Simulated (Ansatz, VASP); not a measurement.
TaN: VASP beside Ansatz

File INCAR:

```
PREC     = Accurate       # precision mode
ENCUT    = 520            # plane-wave cutoff, eV
EDIFF    = 1E-6           # SCF threshold, eV
ISMEAR   = 0              # smearing method
SIGMA    = 0.15           # smearing width, eV
LREAL    = False          # projectors in reciprocal space
LASPH    = True           # aspherical terms in the spheres
NELM     = 80             # most SCF steps
ALGO     = Normal         # electronic algorithm
ISIF     = 2              # what is computed and relaxed
LWAVE    = False          # write WAVECAR
LCHARG   = False          # write CHGCAR
GGA      = PS             # functional
NBANDS   = 15             # bands
```

Contents of KPOINTS:

```
regular mesh
0
Gamma
  18 18 16
```

POSCAR

```
TaN
1.0
    2.9379988584      0.0000000000      0.0000000000
   -1.4689994292      2.5443816477      0.0000000000
    0.0000000000      0.0000000000      2.8830000000
Ta N
1 1
Direct
    0.3333333333      0.6666666667      0.5000000000
    0.1138892619      0.0833727262     -0.0520291363
```

Input for Ansatz:

```yaml
crystal:
  lattice:
    - [2.9379988584, 0.0, 0.0]
    - [-1.4689994292, 2.5443816477, 0.0]
    - [0.0, 0.0, 2.883]
  atoms:
    - { symbol: Ta, position: [0.3333333333, 0.6666666667, 0.5] }
    - { symbol: "N", position: [0.1138892619, 0.0833727262, -0.0520291363] }
basis:
  ecutwfc: 420
kpoints:
  mp_grid: { grid: [18, 18, 16] }
hamiltonian:
  xc: pbesol
scf:
  occupations: { method: gaussian, width: 0.15 }
output:
  forces: true
  stress: true
  eigenvalues: true
```

Alike in both runs: task single point; functional PBEsol; k mesh 18 × 18 × 16; occupations gaussian, width 0.15 eV; no spin polarisation.

|  | VASP | Ansatz |
| --- | --- | --- |
| version | VASP 6.6.1 | Ansatz 0.2.0 |
| potentials or method | VASP PAW PBE potentials, release 64 (Ta_pv, N), cutoff 520 eV | scalar-relativistic, plane waves, PAW |
| valence electrons in the cell | 16 | 18 |

```tsv
	VASP	Ansatz	Ansatz less VASP
gap on the k mesh at the Fermi level (eV)	none	none	-
pressure (GPa)	11.7	10.7	-0.99
traceless stress, the component that is largest in VASP (GPa)	-11.24	-11.03	+0.208
rms of the force components (eV/Å)	2.467	2.438	-0.0295
```

VASP's potentials were made for PBE, not for PBEsol. Atom by atom the forces differ by 0.030 eV/Å (rms over components). A gap of «none» marks a metal or a gap that the smearing closes. The functional is the same, so the differences come from potentials, cutoffs and numerics. VASP's potentials hold 16 valence electrons a cell and Ansatz's 18, so a difference there can come from the potentials and not from the codes.

Spin-orbit coupling is off throughout.
